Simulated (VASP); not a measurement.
# CdS (l.bB) (F-43m) in VASP: single point with LDA

Aim: the single point of CdS (l.bB) with LDA.

All numbers are computed with VASP 6.6.1; they aren't measurements. Logs are shortened: lines on timing, memory, paths and dates and some standing lists are left out, and cuts for length are marked.

### 1 The cell of the first run

It takes space group F-43m (No. 216, cubic). Conventional cell: a = 5.756 Å, b = 5.756 Å, c = 5.756 Å, α = 90.00°, β = 90.00°, γ = 90.00°. Within 3.3 Å of Cd (site symmetry -43m) lie 4 S at 2.49 Å. Within 3.3 Å of S (site symmetry -43m) lie 4 Cd at 2.49 Å.

### 2 Single point, LDA

File INCAR:

```
PREC = Accurate
ENCUT = 500
EDIFF = 1E-6
ISMEAR = 0
SIGMA = 0.02
LREAL = F
LASPH = T
NELM = 120
ALGO = Normal
ISIF = 2
LWAVE = F
LCHARG = F
NBANDS = 16
GGA_COMPAT = F
```

File KPOINTS:

```
Automatic mesh
0
Gamma
  8 8 8
```

File POSCAR:

```
CdS
1.0
    0.0000000000      2.8782481810      2.8782481810
    2.8782481810      0.0000000000      2.8782481810
    2.8782481810      2.8782481810      0.0000000000
Cd S
1 1
Direct
    0.0000000000      0.0000000000      0.0000000000
    0.2500000000      0.2500000000      0.2500000000
```

Potentials or basis: VASP PAW LDA potentials, release 64 (Cd, S).

Launch:

```
$ cat potpaw_LDA.64/Cd/POTCAR potpaw_LDA.64/S/POTCAR > POTCAR
$ mpirun -np 1 vasp_std > vasp.out
```

OUTCAR:

```text
PREC = Accurate
   ENCUT = 500
   EDIFF = 1E-6
   ISMEAR = 0
   LREAL = F
   LASPH = T
   NELM = 120
   ISIF = 2

 ion  position               nearest neighbor table
   1  0.000  0.000  0.000-   2 2.49   2 2.49   2 2.49   2 2.49
   2  0.250  0.250  0.250-   1 2.49   1 2.49   1 2.49   1 2.49

  LATTYP: Found a face centered cubic cell.
 ALAT       =     5.7564963620

  Lattice vectors:

 A1 = (   0.0000000000,   2.8782481810,   2.8782481810)
 A2 = (   2.8782481810,   0.0000000000,   2.8782481810)
 A3 = (   2.8782481810,   2.8782481810,   0.0000000000)

Analysis of symmetry for initial positions (statically):
=====================================================================
 Subroutine PRICEL returns:
 Original cell was already a primitive cell.

 Routine SETGRP: Setting up the symmetry group for a
 face centered cubic supercell.

 Subroutine GETGRP returns: Found 24 space group operations
 (whereof 24 operations were pure point group operations)
 out of a pool of 48 trial point group operations.

The static configuration has the point symmetry T_d .

Analysis of symmetry for dynamics (positions and initial velocities):
=====================================================================
 Subroutine PRICEL returns:
 Original cell was already a primitive cell.

 Routine SETGRP: Setting up the symmetry group for a
 face centered cubic supercell.

 Subroutine GETGRP returns: Found 24 space group operations
 (whereof 24 operations were pure point group operations)
 out of a pool of 48 trial point group operations.

The dynamic configuration has the point symmetry T_d .

 Subroutine INISYM returns: Found 24 space group operations
 (whereof 24 operations are pure point group operations),
 and found     1 'primitive' translations

----------------------------------------------------------------------------------------

                                     Primitive cell

  volume of cell :      47.6886

  direct lattice vectors                    reciprocal lattice vectors
     0.000000000  2.878248181  2.878248181    -0.173716778  0.173716778  0.173716778
     2.878248181  0.000000000  2.878248181     0.173716778 -0.173716778  0.173716778
     2.878248181  2.878248181  0.000000000     0.173716778  0.173716778 -0.173716778

  length of vectors
     4.070457613  4.070457613  4.070457613     0.300886285  0.300886285  0.300886285

  position of ions in fractional coordinates (direct lattice)
     0.000000000  0.000000000  0.000000000
     0.250000000  0.250000000  0.250000000

  ion indices of the primitive-cell ions
   primitive index   ion index
                 1           1
                 2           2

----------------------------------------------------------------------------------------

 KPOINTS: Automatic mesh

Automatic generation of k-mesh.
 Grid dimensions read from file:
 generate k-points for:    8    8    8

 Generating k-lattice:

  Cartesian coordinates                     Fractional coordinates (reciprocal lattice)
    -0.021714597  0.021714597  0.021714597     0.125000000  0.000000000  0.000000000
     0.021714597 -0.021714597  0.021714597     0.000000000  0.125000000  0.000000000
     0.021714597  0.021714597 -0.021714597     0.000000000  0.000000000  0.125000000

  Length of vectors
     0.037610786  0.037610786  0.037610786

  Shift w.r.t. Gamma in fractional coordinates (k-lattice)
     0.000000000  0.000000000  0.000000000

 Subroutine IBZKPT returns following result:
 ===========================================

 Found     29 irreducible k-points:

 Following reciprocal coordinates:
            Coordinates               Weight
  0.000000  0.000000  0.000000      1.000000
  0.125000  0.000000  0.000000      8.000000
  0.250000  0.000000  0.000000      8.000000
  0.375000  0.000000  0.000000      8.000000
  0.500000  0.000000  0.000000      4.000000
  0.125000  0.125000  0.000000      6.000000
[... 16 lines left out ...]
  0.500000  0.250000  0.125000     48.000000
 -0.375000  0.250000  0.125000     24.000000
 [... further k-points ...]
   k-points           NKPTS =     29   k-points in BZ     NKDIM =     29   number of bands    NBANDS=     16
   number of dos      NEDOS =    301   number of ions     NIONS =      2
   total plane-waves  NPLWV =  27000
   dimension x,y,z NGX =    30 NGY =   30 NGZ =   30
   dimension x,y,z NGXF=    60 NGYF=   60 NGZF=   60
   ions per type =               1   1
   NGX,Y,Z   is equivalent  to a cutoff of  12.25, 12.25, 12.25 a.u.
   NGXF,Y,Z  is equivalent  to a cutoff of  24.51, 24.51, 24.51 a.u.
 SYSTEM =  unknown system
   PREC   = accura    normal or accurate (medium, high low for compatibility)
   ISTART =      0    job   : 0-new  1-cont  2-samecut
   ICHARG =      2    charge: 1-file 2-atom 10-const
   ISPIN  =      1    spin polarized calculation?
   LNONCOLLINEAR =      F non collinear calculations
   LSORBIT =      F    spin-orbit coupling
   LASPH  =      T    aspherical Exc in radial PAW
   ENCUT  =  500.0 eV  36.75 Ry    6.06 a.u.   7.42  7.42  7.42*2*pi/ulx,y,z
   NELM   =    120;   NELMIN=  2; NELMDL= -5     # of ELM steps
   EDIFF  = 0.1E-05   stopping-criterion for ELM
   LREAL  =      F    real-space projection
   EDIFFG = 0.1E-04   stopping-criterion for IOM
   NSW    =      0    number of steps for IOM
   IBRION =     -1    ionic relax: 0-MD 1-quasi-New 2-CG
   NFREE  =      0    steps in history (QN), initial steepest desc. (CG)
   ISIF   =      2    stress and relaxation
   ISYM   =      2    0-nonsym 1-usesym 2-fastsym
   POTIM  = 0.5000    time-step for ionic-motion
   TEBEG  =    0.0;   TEEND  =   0.0 temperature during run
   PSTRESS=    0.0 pullay stress
   NELECT =      18.0000    total number of electrons
   NUPDOWN=      -1.0000    fix difference up-down
   EMIN   =  10.00;   EMAX   =-10.00  energy-range for DOS
   EFERMI =   0.00;   METHOD = LEGACY
   ISMEAR =     0;   SIGMA  =   0.02  broadening in eV -4-tet -1-fermi 0-gaus
   EFERMI_NEDOS =   21; number of points for ismear=-14 and -15
   IALGO  =     38    algorithm
   IMIX   =      4    mixing-type and parameters
     AMIX     =   0.40;   BMIX     =  1.00
     AMIX_MAG =   1.60;   BMIX_MAG =  1.00
  volume/ion in A,a.u.               =      23.84       160.91
  Fermi-wavevector in a.u.,A,eV,Ry     =   1.183116  2.235766 19.044947  1.399764
  Thomas-Fermi vector in A             =   2.319357
   LORBIT       =      0    0 simple, 1 ext, 2 COOP (PROOUT), +10 PAW based schemes
   GGA     = CA    functional components
   LHFCALC =     F    Hartree Fock is set to
   AEXX    =    0.0000 exact exchange contribution
   IVDW    =     0    specifies the selected vdW correction
   LEPSILON=     F    determine dielectric tensor
   LRPA    =     F    only Hartree local field effects (RPA)
 non-spin polarized calculation
 Gauss-broadening in eV      SIGMA  =   0.02
  energy-cutoff  :      500.00
  volume of cell :       47.69
 maximum number of plane-waves:      1243
 NGX is ok and might be reduce to    30
   NGX = 15   NGY = 15   NGZ = 15

 number of electron      18.0000008 magnetization

 Free energy of the ion-electron system (eV)
  ---------------------------------------------------
  ext. energy  EPLUGINS =         0.00000000
  ---------------------------------------------------
  free energy    TOTEN  =        -7.40659686 eV

  energy without entropy =       -7.40659686  energy(sigma->0) =       -7.40659686

 E-fermi :   1.5882     XC(G=0):  -9.7671

 val. band max:        1.4834869739   @ k =   0.0000   0.0000   0.0000
 cond. band min:       2.4608292473   @ k =   0.0000   0.0000   0.0000
 fundamental gap:      0.9773422734
 Fermi energy:         1.5882306444

 k-point     1 :       0.0000    0.0000    0.0000
  band No.  band energies     occupation
      1     -11.1274      2.00000
      2      -6.4545      2.00000
      3      -6.4545      2.00000
      4      -6.4545      2.00000
      5      -5.9139      2.00000
      6      -5.9139      2.00000
[... 8 lines left out ...]
     15      12.9869      0.00000
     16      12.9869      0.00000

 k-point     2 :       0.1250    0.0000    0.0000
  band No.  band energies     occupation
      1     -11.0571      2.00000
      2      -6.4294      2.00000
      3      -6.4294      2.00000
      4      -6.4015      2.00000
      5      -5.9153      2.00000
      6      -5.9153      2.00000
[... 8 lines left out ...]
     15      12.3132      0.00000
     16      13.3168      0.00000

 k-point     3 :       0.2500    0.0000    0.0000
  band No.  band energies     occupation
      1     -10.8863      2.00000
      2      -6.3750      2.00000
      3      -6.3750      2.00000
      4      -6.2012      2.00000
      5      -5.9097      2.00000
      6      -5.9097      2.00000
[... 8 lines left out ...]
     15      12.0566      0.00000
     16      12.5933      0.00000

 k-point     4 :       0.3750    0.0000    0.0000
  band No.  band energies     occupation
      1     -10.7153      2.00000
      2      -6.3334      2.00000
      3      -6.3334      2.00000
      4      -5.8869      2.00000
      5      -5.8869      2.00000
      6      -5.8055      2.00000
[... 8 lines left out ...]
     15      12.9520      0.00000
     16      12.9520      0.00000

 k-point     5 :       0.5000    0.0000    0.0000
  band No.  band energies     occupation
      1     -10.6451      2.00000
      2      -6.3208      2.00000
      3      -6.3208      2.00000
      4      -5.8714      2.00000
      5      -5.8714      2.00000
      6      -5.4924      2.00000
[... 8 lines left out ...]
     15      14.0548      0.00000
     16      14.0548      0.00000

 k-point     6 :       0.1250    0.1250    0.0000
  band No.  band energies     occupation
      1     -11.0339      2.00000
      2      -6.4147      2.00000
      3      -6.4056      2.00000
      4      -6.4056      2.00000
      5      -5.9332      2.00000
      6      -5.8993      2.00000
[... 8 lines left out ...]
     15      13.0845      0.00000
     16      14.0619      0.00000

 k-point     7 :       0.2500    0.1250    0.0000
  band No.  band energies     occupation
      1     -10.8969      2.00000
      2      -6.3746      2.00000
      3      -6.3471      2.00000
      4      -6.2682      2.00000
      5      -5.9376      2.00000
      6      -5.8853      2.00000
[... 8 lines left out ...]
     15      12.9252      0.00000
     16      14.0641      0.00000

 k-point     8 :       0.3750    0.1250    0.0000
  band No.  band energies     occupation
      1     -10.7267      2.00000
      2      -6.3303      2.00000
      3      -6.2981      2.00000
      4      -6.0179      2.00000
      5      -5.8686      2.00000
      6      -5.8340      2.00000
[... 8 lines left out ...]
     15      13.4662      0.00000
     16      13.5183      0.00000

 k-point     9 :       0.5000    0.1250    0.0000
  band No.  band energies     occupation
      1     -10.6242      2.00000
      2      -6.3089      2.00000
      3      -6.2825      2.00000
      4      -5.9219      2.00000
      5      -5.8674      2.00000
      6      -5.4836      2.00000
[... 8 lines left out ...]
     15      13.8181      0.00000
     16      14.0890      0.00000
[... 172 lines left out ...]
 k-point    19 :       0.5000    0.3750    0.0000
  band No.  band energies     occupation
      1     -10.5193      2.00000
      2      -6.2294      2.00000
      3      -6.0967      2.00000
      4      -6.0776      2.00000
      5      -5.8298      2.00000
      6      -5.4372      2.00000
[... 8 lines left out ...]
     15      14.2072      0.00000
     16      15.2114      0.00000

 k-point    20 :      -0.3750    0.3750    0.0000
  band No.  band energies     occupation
      1     -10.5109      2.00000
      2      -6.2431      2.00000
      3      -6.1255      2.00000
      4      -6.0216      2.00000
      5      -5.8637      2.00000
      6      -5.2642      2.00000
[... 8 lines left out ...]
     15      13.4948      0.00000
     16      15.7837      0.00000

 k-point    21 :       0.5000    0.5000    0.0000
  band No.  band energies     occupation
      1     -10.4968      2.00000
      2      -6.2370      2.00000
      3      -6.0616      2.00000
      4      -6.0616      2.00000
      5      -5.8138      2.00000
      6      -5.4253      2.00000
[... 8 lines left out ...]
     15      13.8451      0.00000
     16      15.0029      0.00000

 k-point    22 :       0.3750    0.2500    0.1250
  band No.  band energies     occupation
      1     -10.7608      2.00000
      2      -6.3195      2.00000
      3      -6.2889      2.00000
      4      -6.1249      2.00000
      5      -5.9116      2.00000
      6      -5.8488      2.00000
[... 8 lines left out ...]
     15      13.4944      0.00000
     16      15.2912      0.00000

 k-point    23 :       0.5000    0.2500    0.1250
  band No.  band energies     occupation
      1     -10.6266      2.00000
      2      -6.2798      2.00000
      3      -6.2488      2.00000
      4      -5.9981      2.00000
      5      -5.8770      2.00000
      6      -5.6050      2.00000
[... 8 lines left out ...]
     15      14.2945      0.00000
     16      14.5930      0.00000

 k-point    24 :      -0.3750    0.2500    0.1250
  band No.  band energies     occupation
      1     -10.5720      2.00000
      2      -6.2754      2.00000
      3      -6.2292      2.00000
      4      -5.9483      2.00000
      5      -5.8847      2.00000
      6      -5.3613      2.00000
[... 8 lines left out ...]
     15      13.7124      0.00000
     16      14.6918      0.00000

 [... further k-points ...]
[... 5 lines left out ...]
  --------------------------------------------------------------------------------------
  -------------------------------------------------------------------------------------
  Total        0.1639371      0.1639371      0.1639371      0.0000000      0.0000000      0.0000000
  in kB        5.5077364      5.5077364      5.5077364      0.0000000      0.0000000      0.0000000
  external PRESSURE =       5.5077364 kB  Pullay stress =       0.0000000 kB

 VOLUME and BASIS-vectors are now :
 -----------------------------------------------------------------------------
  energy-cutoff  :      500.00
  volume of cell :       47.69
      direct lattice vectors                 reciprocal lattice vectors
     0.000000000  2.878248181  2.878248181    -0.173716778  0.173716778  0.173716778
     2.878248181  0.000000000  2.878248181     0.173716778 -0.173716778  0.173716778
     2.878248181  2.878248181  0.000000000     0.173716778  0.173716778 -0.173716778

 POSITION                                       TOTAL-FORCE (eV/Angst)
 -----------------------------------------------------------------------------------
      0.00000      0.00000      0.00000        -0.000000      0.000000      0.000000
      1.43912      1.43912      1.43912         0.000000     -0.000000     -0.000000
 -----------------------------------------------------------------------------------
    total drift:                               -0.000000     -0.000000     -0.000000

  FREE ENERGIE OF THE ION-ELECTRON SYSTEM (eV)
  ---------------------------------------------------
  free  energy   TOTEN  =        -7.4065968595 eV

  energy  without entropy=       -7.4065968595  energy(sigma->0) =       -7.40659686
```

Wall time 24 s (1 thread of AMD EPYC 9R45 (Zen 5), shared host); peak memory 0.12 GiB.

Results:

- Free energy: -7.4066 eV
- Pressure: 0.6 GPa
- Band gap on the k mesh: 0.98 eV, direct

Levels at points of the mesh, in eV from the valence-band top:
| k point | band 5 | band 6 | band 7 | band 8 | band 9 | band 10 | band 11 | band 12 | band 13 | band 14 |
| --- | --- | --- | --- | --- | --- | --- | --- | --- | --- | --- |
| (0.00, 0.00, 0.00) | -7.40 | -7.40 | 0.00 | 0.00 | 0.00 | 0.98 | 6.35 | 6.35 | 6.35 | 11.30 |
| (0.50, 0.00, 0.00) | -7.35 | -6.98 | -4.77 | -0.83 | -0.83 | 2.84 | 6.84 | 6.84 | 7.34 | 10.89 |
| (0.50, 0.50, 0.00) | -7.30 | -6.91 | -4.23 | -2.07 | -2.07 | 3.24 | 4.21 | 9.13 | 10.78 | 10.78 |

As with any semilocal functional, this LDA gap is likely too small.
